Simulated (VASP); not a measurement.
A run of VASP 6.6.1 is set up as follows.

Contents of INCAR:

```
  AGGAC = 1.0
  AGGAX = 1.0
  ALDAC = 0.0
  ALDAX = 1.0
  ALGO = Normal
  EDIFF = 1E-7
  EDIFFG = -0.01
  ENCUT = 600
  GGA = B5
  IBRION = 2
  ISIF = 3
  ISMEAR = -1
  IVDW = 12
  LASPH = T
  LCHARG = F
  LREAL = F
  LWAVE = F
  NELM = 100
  NSW = 60
  PREC = Accurate
  SIGMA = 0.05
  VDW_A1 = 0.4298
  VDW_A2 = 4.2359
  VDW_S6 = 1.0
  VDW_S8 = 2.6996
```

The input KPOINTS:

```
k-points
0
Gamma
  11 11 11
```

The input POSCAR:

```
Ag
1.0
   -1.6556540000      1.6556540000      1.6556540000
    1.6556540000     -1.6556540000      1.6556540000
    1.6556540000      1.6556540000     -1.6556540000
Ag
1
Direct
    0.0000000000      0.0000000000      0.0000000000
```

Potentials or basis: VASP PAW PBE potentials, release 64 (Ag).

The run is started by

```console
$ cat potpaw_PBE.64/Ag/POTCAR > POTCAR
$ mpirun -np 1 vasp_std > vasp.out
```

(1) What does it give for the space group after relaxing (to 0.05 Å)?

(2) What does it give for the relaxed volume?

(3) Predict the relaxed cell.

Results:

(1) Im-3m (No. 229).

(2) 17.10 Å³/atom.

(3) a = 2.811 Å, b = 2.811 Å, c = 2.811 Å, α = 109.47°, β = 109.47°, γ = 109.47°.

Caveat: the PAW data sets were made with another functional, which shifts forces and pressure a little; pairwise dispersion overbinds metals, which lowers pressure and volume.
